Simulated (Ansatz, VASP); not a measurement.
One calculation of NaI, two programs

POSCAR

```
NaI
1.0
    0.0000000000      3.5201608882      3.5431916338
    3.5201608882      0.0000000000      3.5431916338
    3.5201608882      3.5201608882      0.0000000000
Na I
1 1
Direct
    0.0000000000      0.0000000000      0.0000000000
    0.2500000000      0.2500000000      0.2500000000
```

The input INCAR.step1:

```
SYSTEM = NaI
PREC     = Accurate       ! precision mode
ENCUT    = 520            ! plane-wave cutoff, eV
EDIFF    = 1E-5           ! SCF threshold, eV
ISMEAR   = 0              ! smearing method
SIGMA    = 0.01           ! smearing width, eV
LREAL    = .FALSE.        ! projectors in reciprocal space
LASPH    = .TRUE.         ! aspherical terms in the spheres
NELM     = 100            ! most SCF steps
ALGO     = Normal         ! electronic algorithm
ISIF     = 2              ! what is computed and relaxed
LWAVE    = .TRUE.         ! write WAVECAR
LCHARG   = .FALSE.        ! write CHGCAR
GGA      = PE             ! functional
NBANDS   = 14             ! bands
```

INCAR.step2

```
SYSTEM = NaI
PREC     = Accurate       ! precision mode
ENCUT    = 520            ! plane-wave cutoff, eV
EDIFF    = 1E-6           ! SCF threshold, eV
ISMEAR   = 0              ! smearing method
SIGMA    = 0.01           ! smearing width, eV
LREAL    = .FALSE.        ! projectors in reciprocal space
LASPH    = .TRUE.         ! aspherical terms in the spheres
NELM     = 100            ! most SCF steps
ALGO     = Normal         ! electronic algorithm
ISIF     = 2              ! what is computed and relaxed
LWAVE    = .FALSE.        ! write WAVECAR
LCHARG   = .FALSE.        ! write CHGCAR
GGA      = PE             ! functional
LHFCALC  = .TRUE.         ! exact exchange
HFSCREEN = 0.2079         ! screening, 1/A
PRECFOCK = Normal       
ISTART   = 1            
NBANDS   = 14             ! bands
```

File KPOINTS:

```
regular mesh
0
G
  4 4 4
  0 0 0
```

Input for Ansatz:

```yaml
crystal:
  lattice:
    - [0.0, 3.5201608882, 3.5431916338]
    - [3.5201608882, 0.0, 3.5431916338]
    - [3.5201608882, 3.5201608882, 0.0]
  atoms:
    - { symbol: Na, position: [0.0, 0.0, 0.0] }
    - { symbol: I, position: [0.25, 0.25, 0.25] }
kpoints:
  mp_grid: { grid: [4, 4, 4] }
  band_path:
    path:
      - [0.0, 0.0, 0.0]
      - [-0.5, -0.5, 0.0]
      - [-0.375, -0.375, 0.25]
      - [-0.375, 0.0, 0.375]
      - [0.0, 0.0, 0.5]
      - [-0.5, -0.25, 0.25]
    npoints: 1
hamiltonian:
  xc: hse06
scf:
  occupations: { method: fixed }
  n_extra_bands: 4
output:
  forces: true
  stress: true
  eigenvalues: true
  write_density: true
  write_potential: true
  elf: true
  volumetric_format: npy
```

Change from the starting cell: biaxial_xy strain -0.7%.

Alike in both runs: task single point; functional HSE06; k mesh 4 × 4 × 4; no spin polarisation.

|  | VASP | Ansatz |
| --- | --- | --- |
| version | VASP 6.6.1 | Ansatz 0.2.0 |
| potentials or method | VASP PAW PBE potentials, release 64 (Na_pv, I) | plane waves, PAW |
| plane-wave cutoff (eV) | 520 | 420 |
| occupations | gaussian, width 0.01 eV | fixed |
| valence electrons in the cell | 14 | 26 |

VASP gave:

| Quantity | Value |
| --- | --- |
| gap on the k mesh at the Fermi level (eV) | 4.82 |
| pressure (GPa) | 0.4 |

Problem. Estimate Ansatz's values.

Solution. gap on the k mesh at the Fermi level (eV): 4.83; pressure (GPa): 0.3.

VASP's potentials hold 14 valence electrons a cell and Ansatz's 26, so a difference there can come from the potentials and not from the codes. Ansatz's warnings: stress exchange threshold loose, stress scf threshold loose.

Spin-orbit coupling is off throughout.
